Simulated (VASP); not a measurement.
# Mg2Si (I4/mmm) in VASP: single point with HSE06

Aim: the single point of Mg2Si with HSE06.

Everything below comes from runs of VASP 6.6.1. Logs are shortened: lines on timing, memory, paths and dates and some standing lists are left out, and cuts for length are marked.

### 1 The cell of the first run

It takes space group I4/mmm (No. 139, tetragonal). The conventional cell has a = 4.482 Å, b = 4.482 Å, c = 6.401 Å, α = 90.00°, β = 90.00°, γ = 90.00°. Si (site symmetry 4/mmm) has 8 Mg at 2.75 Å within 3.6 Å. Mg (site symmetry -4m2) has 4 Si at 2.75 Å and 6 Mg at 3.17 to 3.20 Å within 3.6 Å.

### 2 Single point, HSE06 (uniaxial z strain +1.0%)

POSCAR reads:

```
Mg2Si
1.0
    0.0000000000      3.1689631855      3.2006528173
    3.1689631855      0.0000000000      3.2006528173
    3.1689631855      3.1689631855      0.0000000000
Si Mg
1 2
Direct
    0.0000000000      0.0000000000      0.0000000000
    0.2500000000      0.2500000000      0.2500000000
    0.7500000000      0.7500000000      0.7500000000
```

INCAR.step1 reads:

```
PREC = Accurate
ENCUT = 520
EDIFF = 1E-5
ISMEAR = 0
SIGMA = 0.01
LREAL = F
LASPH = T
NELM = 120
ALGO = Normal
ISIF = 2
LWAVE = T
LCHARG = F
NBANDS = 11
GGA = PE
GGA_COMPAT = F
```

INCAR.step2 reads:

```
PREC = Accurate
ENCUT = 520
EDIFF = 1E-6
ISMEAR = 0
SIGMA = 0.01
LREAL = F
LASPH = T
NELM = 120
ALGO = Normal
ISIF = 2
LWAVE = F
LCHARG = F
GGA = PE
LHFCALC = T
HFSCREEN = 0.2079
PRECFOCK = Normal
NBANDS = 11
ISTART = 1
GGA_COMPAT = F
```

KPOINTS reads:

```
regular mesh
0
Gamma
  6 6 6
```

Potentials or basis: VASP PAW PBE potentials, release 64 (Si, Mg).

Command:

```
> cat potpaw_PBE.64/Si/POTCAR potpaw_PBE.64/Mg/POTCAR > POTCAR
> cp INCAR.step1 INCAR
> mpirun -np 1 vasp_std > vasp.out
> cp INCAR.step2 INCAR
> mpirun -np 1 vasp_std > vasp.out
```

OUTCAR:

```text
PREC = Accurate
   ENCUT = 520
   EDIFF = 1E-6
   ISMEAR = 0
   LREAL = F
   LASPH = T
   NELM = 120
   ISIF = 2
   GGA = PE
   LHFCALC = T
   HFSCREEN = 0.2079
   PRECFOCK = Normal
   ISTART = 1

 ion  position               nearest neighbor table
   1  0.000  0.000  0.000-   3 2.75   2 2.75   3 2.75   2 2.75   3 2.75   3 2.75   2 2.75   2 2.75

   2  0.250  0.250  0.250-   1 2.75   1 2.75   1 2.75   1 2.75   3 3.17   3 3.17   3 3.17   3 3.17
                             3 3.20   3 3.20
   3  0.750  0.750  0.750-   1 2.75   1 2.75   1 2.75   1 2.75   2 3.17   2 3.17   2 3.17   2 3.17
                             2 3.20   2 3.20

  LATTYP: Found a body centered tetragonal cell.
 ALAT       =     4.4815907156
 C/A-ratio  =     1.4283556980

  Lattice vectors:

 A1 = (  -3.1689631855,   0.0000000000,   3.2006528173)
 A2 = (   3.1689631855,   0.0000000000,   3.2006528173)
 A3 = (   0.0000000000,   3.1689631855,  -3.2006528173)

Analysis of symmetry for initial positions (statically):
=====================================================================
 Subroutine PRICEL returns:
 Original cell was already a primitive cell.

 Routine SETGRP: Setting up the symmetry group for a
 body centered tetragonal supercell.

 Subroutine GETGRP returns: Found 16 space group operations
 (whereof 16 operations were pure point group operations)
 out of a pool of 16 trial point group operations.

The static configuration has the point symmetry D_4h.

Analysis of symmetry for dynamics (positions and initial velocities):
=====================================================================
 Subroutine PRICEL returns:
 Original cell was already a primitive cell.

 Routine SETGRP: Setting up the symmetry group for a
 body centered tetragonal supercell.

 Subroutine GETGRP returns: Found 16 space group operations
 (whereof 16 operations were pure point group operations)
 out of a pool of 16 trial point group operations.

The dynamic configuration has the point symmetry D_4h.

 Subroutine INISYM returns: Found 16 space group operations
 (whereof 16 operations are pure point group operations),
 and found     1 'primitive' translations

----------------------------------------------------------------------------------------

                                     Primitive cell

  volume of cell :      64.2840

  direct lattice vectors                    reciprocal lattice vectors
     0.000000000  3.168963186  3.200652817    -0.157780312  0.157780312  0.156218131
     3.168963186  0.000000000  3.200652817     0.157780312 -0.157780312  0.156218131
     3.168963186  3.168963186  0.000000000     0.157780312  0.157780312 -0.156218131

  length of vectors
     4.504054410  4.504054410  4.481590716     0.272384577  0.272384577  0.272384577

  position of ions in fractional coordinates (direct lattice)
     0.000000000  0.000000000  0.000000000
     0.250000000  0.250000000  0.250000000
     0.750000000  0.750000000  0.750000000

  ion indices of the primitive-cell ions
   primitive index   ion index
                 1           1
                 2           2
                 3           3

----------------------------------------------------------------------------------------

 KPOINTS: regular mesh

Automatic generation of k-mesh.
 Grid dimensions read from file:
 generate k-points for:    6    6    6

 Generating k-lattice:

  Cartesian coordinates                     Fractional coordinates (reciprocal lattice)
    -0.026296719  0.026296719  0.026036355     0.166666667  0.000000000  0.000000000
     0.026296719 -0.026296719  0.026036355     0.000000000  0.166666667  0.000000000
     0.026296719  0.026296719 -0.026036355    -0.000000000 -0.000000000  0.166666667

  Length of vectors
     0.045397430  0.045397430  0.045397430

  Shift w.r.t. Gamma in fractional coordinates (k-lattice)
     0.000000000  0.000000000  0.000000000

 Subroutine IBZKPT returns following result:
 ===========================================

 Found     30 irreducible k-points:

 Following reciprocal coordinates:
            Coordinates               Weight
  0.000000  0.000000  0.000000      1.000000
  0.166667  0.000000  0.000000      8.000000
  0.333333  0.000000  0.000000      8.000000
  0.500000  0.000000  0.000000      4.000000
  0.166667  0.166667  0.000000      2.000000
  0.333333  0.166667  0.000000      8.000000
[... 16 lines left out ...]
  0.333333  0.000000  0.333333      4.000000
  0.500000  0.000000  0.333333     16.000000
 [... further k-points ...]
   k-points           NKPTS =     30   k-points in BZ     NKDIM =    216   number of bands    NBANDS=     11
   number of dos      NEDOS =    301   number of ions     NIONS =      3
   total plane-waves  NPLWV =  46656
   dimension x,y,z NGX =    36 NGY =   36 NGZ =   36
   dimension x,y,z NGXF=    72 NGYF=   72 NGZF=   72
   ions per type =               1   2
   NGX,Y,Z   is equivalent  to a cutoff of  13.29, 13.29, 13.35 a.u.
   NGXF,Y,Z  is equivalent  to a cutoff of  26.58, 26.58, 26.71 a.u.
 SYSTEM =  unknown system
   PREC   = accura    normal or accurate (medium, high low for compatibility)
   ISTART =      1    job   : 0-new  1-cont  2-samecut
   ICHARG =      0    charge: 1-file 2-atom 10-const
   ISPIN  =      1    spin polarized calculation?
   LNONCOLLINEAR =      F non collinear calculations
   LSORBIT =      F    spin-orbit coupling
   LASPH  =      T    aspherical Exc in radial PAW
   ENCUT  =  520.0 eV  38.22 Ry    6.18 a.u.   8.37  8.37  8.33*2*pi/ulx,y,z
   NELM   =    120;   NELMIN=  2; NELMDL=  0     # of ELM steps
   EDIFF  = 0.1E-05   stopping-criterion for ELM
   LREAL  =      F    real-space projection
   EDIFFG = 0.1E-04   stopping-criterion for IOM
   NSW    =      0    number of steps for IOM
   IBRION =     -1    ionic relax: 0-MD 1-quasi-New 2-CG
   NFREE  =      0    steps in history (QN), initial steepest desc. (CG)
   ISIF   =      2    stress and relaxation
   ISYM   =      3    0-nonsym 1-usesym 2-fastsym
   POTIM  = 0.5000    time-step for ionic-motion
   TEBEG  =    0.0;   TEEND  =   0.0 temperature during run
   PSTRESS=    0.0 pullay stress
   NELECT =       8.0000    total number of electrons
   NUPDOWN=      -1.0000    fix difference up-down
   EMIN   =  10.00;   EMAX   =-10.00  energy-range for DOS
   EFERMI =   0.00;   METHOD = LEGACY
   ISMEAR =     0;   SIGMA  =   0.01  broadening in eV -4-tet -1-fermi 0-gaus
   EFERMI_NEDOS =   21; number of points for ismear=-14 and -15
   IALGO  =     38    algorithm
   IMIX   =      1    mixing-type and parameters
     AMIX     =   0.40;   BMIX     =  1.00
     AMIX_MAG =   1.60;   BMIX_MAG =  1.00
  volume/ion in A,a.u.               =      21.43       144.60
  Fermi-wavevector in a.u.,A,eV,Ry     =   0.817342  1.544553  9.089345  0.668048
  Thomas-Fermi vector in A             =   1.927773
   LORBIT       =      0    0 simple, 1 ext, 2 COOP (PROOUT), +10 PAW based schemes
   GGA     = PE    functional components
   LHFCALC =     T    Hartree Fock is set to
   PRECFOCK=normal    Normal, Fast or Accurate (Low or Medium for compatibility)
   ENCUT4O =  -1.0   cutoff for four orbital integrals eV
   NKREDX  =     1    reduce k-point grid by
   NKREDY  =     1    reduce k-point grid by
   NKREDZ  =     1    reduce k-point grid by
   AEXX    =    0.2500 exact exchange contribution
   HFSCREEN=    0.2079 screening length (either q_TF or 0.3 A-1)
   HFSCREENC=   0.2079 screening length for correlation (either q_TF or 0.3 A-1)
   ENCUTFOCK=  -1.0 apply spherical cutoff to Coloumb kernel
   IVDW    =     0    specifies the selected vdW correction
   LEPSILON=     F    determine dielectric tensor
   LRPA    =     F    only Hartree local field effects (RPA)
 non-spin polarized calculation
 Gauss-broadening in eV      SIGMA  =   0.01
  energy-cutoff  :      520.00
  volume of cell :       64.28
 maximum number of plane-waves:      1775
 NGX is ok and might be reduce to    36
  NGX = 28; NGY = 28; NGZ = 28

 number of electron       8.0000000 magnetization

 Free energy of the ion-electron system (eV)
  ---------------------------------------------------
  ext. energy  EPLUGINS =         0.00000000
  ---------------------------------------------------
  free energy    TOTEN  =        -9.87302636 eV

  energy without entropy =       -9.87302636  energy(sigma->0) =       -9.87302636

 E-fermi :   3.4162     XC(G=0):  -7.3320

 val. band max:        3.3421835345   @ k =   0.0000   0.0000   0.0000
 cond. band min:       3.8868393025   @ k =   0.5000   0.0000   0.5000
 fundamental gap:      0.5446557681
 Fermi energy:         3.4161643906

 k-point     1 :       0.0000    0.0000    0.0000
  band No.  band energies     occupation
      1      -6.8989      2.00000
      2       3.2964      2.00000
      3       3.3422      2.00000
      4       3.3422      2.00000
      5       5.7835      0.00000
      6       6.4314      0.00000
      7       6.4314      0.00000
      8       6.4842      0.00000
      9       9.6585      0.00000
     10       9.7950      0.00000
     11      10.6866      0.00000

 k-point     2 :       0.1667    0.0000    0.0000
  band No.  band energies     occupation
      1      -6.6223      2.00000
      2       1.4873      2.00000
      3       3.0382      2.00000
      4       3.0813      2.00000
      5       5.8038      0.00000
      6       6.8754      0.00000
      7       6.8900      0.00000
      8       7.8056      0.00000
      9       8.8791      0.00000
     10       8.9615      0.00000
     11      10.6512      0.00000

 k-point     3 :       0.3333    0.0000    0.0000
  band No.  band energies     occupation
      1      -5.8837      2.00000
      2      -0.8204      2.00000
      3       2.6562      2.00000
      4       2.7198      2.00000
      5       5.2970      0.00000
      6       6.6843      0.00000
      7       6.7443      0.00000
      8       9.2236      0.00000
      9       9.8550      0.00000
     10       9.9004      0.00000
     11      10.8019      0.00000

 k-point     4 :       0.5000    0.0000    0.0000
  band No.  band energies     occupation
      1      -5.3002      2.00000
      2      -1.9640      2.00000
      3       2.5106      2.00000
      4       2.5834      2.00000
      5       5.1057      0.00000
      6       6.3998      0.00000
      7       6.4637      0.00000
      8       9.0040      0.00000
      9      12.1883      0.00000
     10      12.2713      0.00000
     11      12.4046      0.00000

 k-point     5 :       0.1667    0.1667    0.0000
  band No.  band energies     occupation
      1      -6.5333      2.00000
      2       1.7371      2.00000
      3       2.5162      2.00000
      4       2.5162      2.00000
      5       5.6616      0.00000
      6       6.6222      0.00000
      7       7.7439      0.00000
      8       7.7439      0.00000
      9       8.2198      0.00000
     10      10.2187      0.00000
     11      12.1854      0.00000
[... 211 lines left out ...]
 k-point    21 :      -0.1667    0.3333    0.1667
  band No.  band energies     occupation
      1      -5.2865      2.00000
      2      -0.6766      2.00000
      3       0.3908      2.00000
      4       1.6257      2.00000
      5       6.0659      0.00000
      6       6.3102      0.00000
      7       7.2983      0.00000
      8       9.8126      0.00000
      9      10.3333      0.00000
     10      12.0886      0.00000
     11      13.4987      0.00000

 k-point    22 :      -0.3333    0.5000    0.1667
  band No.  band energies     occupation
      1      -4.6462      2.00000
      2      -1.2163      2.00000
      3       0.0731      2.00000
      4       0.5855      2.00000
      5       5.5751      0.00000
      6       6.0769      0.00000
      7       9.1211      0.00000
      8       9.2627      0.00000
      9      12.4639      0.00000
     10      12.7401      0.00000
     11      12.9629      0.00000

 k-point    23 :       0.3333    0.0000    0.3333
  band No.  band energies     occupation
      1      -5.5181      2.00000
      2      -0.3177      2.00000
      3       1.4879      2.00000
      4       1.5142      2.00000
      5       4.5293      0.00000
      6       4.6664      0.00000
      7       9.9219      0.00000
      8      10.0980      0.00000
      9      11.0281      0.00000
     10      11.4251      0.00000
     11      14.0203      0.00000

 k-point    24 :       0.5000    0.0000    0.3333
  band No.  band energies     occupation
      1      -4.8926      2.00000
      2      -1.1305      2.00000
      3       0.3568      2.00000
      4       1.3940      2.00000
      5       4.3353      0.00000
      6       5.6928      0.00000
      7       9.7604      0.00000
      8       9.9787      0.00000
      9      12.1494      0.00000
     10      12.3365      0.00000
     11      13.6397      0.00000

 [... further k-points ...]
[... 5 lines left out ...]
  --------------------------------------------------------------------------------------
  -------------------------------------------------------------------------------------
  Total       -0.1914400     -0.1914400     -0.5959815      0.0000000      0.0000000     -0.0000000
  in kB       -4.7713405     -4.7713405    -14.8538978      0.0000000      0.0000000     -0.0000000
  external PRESSURE =      -8.1321929 kB  Pullay stress =       0.0000000 kB

 VOLUME and BASIS-vectors are now :
 -----------------------------------------------------------------------------
  energy-cutoff  :      520.00
  volume of cell :       64.28
      direct lattice vectors                 reciprocal lattice vectors
     0.000000000  3.168963186  3.200652817    -0.157780312  0.157780312  0.156218131
     3.168963186  0.000000000  3.200652817     0.157780312 -0.157780312  0.156218131
     3.168963186  3.168963186  0.000000000     0.157780312  0.157780312 -0.156218131

 POSITION                                       TOTAL-FORCE (eV/Angst)
 -----------------------------------------------------------------------------------
      0.00000      0.00000      0.00000        -0.000000     -0.000000      0.000000
      1.58448      1.58448      1.60033         0.000000     -0.000000      0.000000
      4.75344      4.75344      4.80098        -0.000000      0.000000      0.000000
 -----------------------------------------------------------------------------------
    total drift:                                0.000004     -0.000263     -0.000029

  FREE ENERGIE OF THE ION-ELECTRON SYSTEM (eV)
  ---------------------------------------------------
  free  energy   TOTEN  =        -9.8730263574 eV

  energy  without entropy=       -9.8730263574  energy(sigma->0) =       -9.87302636
```

Wall time 58 min (1 thread of AMD EPYC 7R43 (Zen 3), shared host); peak memory 0.31 GiB.

Results:

```
Free energy            : -9.8730 eV
Pressure               : -0.8 GPa
Band gap on the k mesh : 0.54 eV (least direct gap 2.44 eV)
```

Caveat: the cell differs from its parent crystal (uniaxial z strain +1.0%); the PAW data sets were made with another functional, which shifts forces and pressure a little. A k mesh can miss the band edges.
